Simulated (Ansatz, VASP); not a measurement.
## NbCd3 in VASP and in Ansatz

```xyz
4
Lattice="4.1843 0.0000 0.0000 0.0000 4.1843 0.0000 0.0000 0.0000 4.1843" Properties=species:S:1:pos:R:3 pbc="T T T"
Nb    0.0000    0.0000    0.0000
Cd    0.0000    2.0922    2.0922
Cd    2.0922    0.0000    2.0922
Cd    2.0922    2.0922    0.0000
```

Alike in both runs: functional LDA; k mesh 10 × 10 × 10; occupations gaussian, width 0.1 eV; no spin polarisation.

Ansatz relaxed the structure, and its values are those at the end. VASP's run is a single point on that final structure, the one shown.

```csv
,VASP,Ansatz
version,VASP 6.6.1,Ansatz 0.2.0
potentials or method,"VASP PAW LDA potentials, release 64 (Nb_sv, Cd_sv_GW), cutoff 540 eV","scalar-relativistic, plane waves, PAW"
valence electrons in the cell,73,73
```

VASP gave:

* gap on the k mesh at the Fermi level (eV): none
* pressure (GPa): -1.7

Task: Estimate Ansatz's values.

Result: gap on the k mesh at the Fermi level (eV): none; pressure (GPa): 0.0.

LDA's correlation is that of Perdew and Zunger in VASP and of Perdew and Wang (1992) in Ansatz. A gap of «none» marks a metal or a gap that the smearing closes.
